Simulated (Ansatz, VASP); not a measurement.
## HgTe in VASP and in Ansatz

The input INCAR:

```
SYSTEM = HgTe
  ALGO = Normal
  EDIFF = 1E-6
  ENCUT = 520
  GGA = PE
  ISIF = 2
  ISMEAR = -1
  LASPH = .True.
  LCHARG = .False.
  LREAL = .False.
  LWAVE = .False.
  NBANDS = 16
  NELM = 60
  PREC = Accurate
  SIGMA = 0.1
```

The input KPOINTS:

```
k-points
0
Gamma
  12 12 12
  0 0 0
```

POSCAR

```
HgTe
1.0
    0.0000000000      3.0722318152      3.0722318152
    3.0722318152      0.0000000000      3.0722318152
    3.0722318152      3.0722318152      0.0000000000
Hg Te
1 1
Direct
    0.0000000000      0.0000000000      0.0000000000
    0.5000000000      0.5000000000      0.5000000000
```

Input for Ansatz:

```yaml
crystal:
  lattice:
    - [0.0, 3.0722318152, 3.0722318152]
    - [3.0722318152, 0.0, 3.0722318152]
    - [3.0722318152, 3.0722318152, 0.0]
  atoms:
    - { symbol: Hg, position: [0.0, 0.0, 0.0] }
    - { symbol: Te, position: [0.5, 0.5, 0.5] }
kpoints:
  mp_grid: { grid: [12, 12, 12] }
scf:
  occupations: { method: fermi_dirac, width: 0.1 }
hamiltonian:
  xc: pbe
  pseudopotentials: { kind: all_electron, datasets: crystal }
output:
  forces: true
  stress: true
  eigenvalues: true
```

Change from the starting cell: volume scaled by 1, crystal datasets.

Alike in both runs: task single point; functional PBE; k mesh 12 × 12 × 12; occupations fermi-dirac, width 0.1 eV; no spin polarisation.

|  | VASP | Ansatz |
| --- | --- | --- |
| version | VASP 6.6.1 | Ansatz 0.2.0 |
| potentials or method | VASP PAW PBE potentials, release 64 (Hg, Te), cutoff 520 eV | all-electron PAW with datasets made for the crystal, scalar-relativistic |

```tsv
	VASP	Ansatz	Ansatz less VASP
pressure (GPa)	0.1	0.0	-0.10
```

Ansatz ran all-electron here, and VASP with PAW potentials.

Spin-orbit coupling is off throughout.
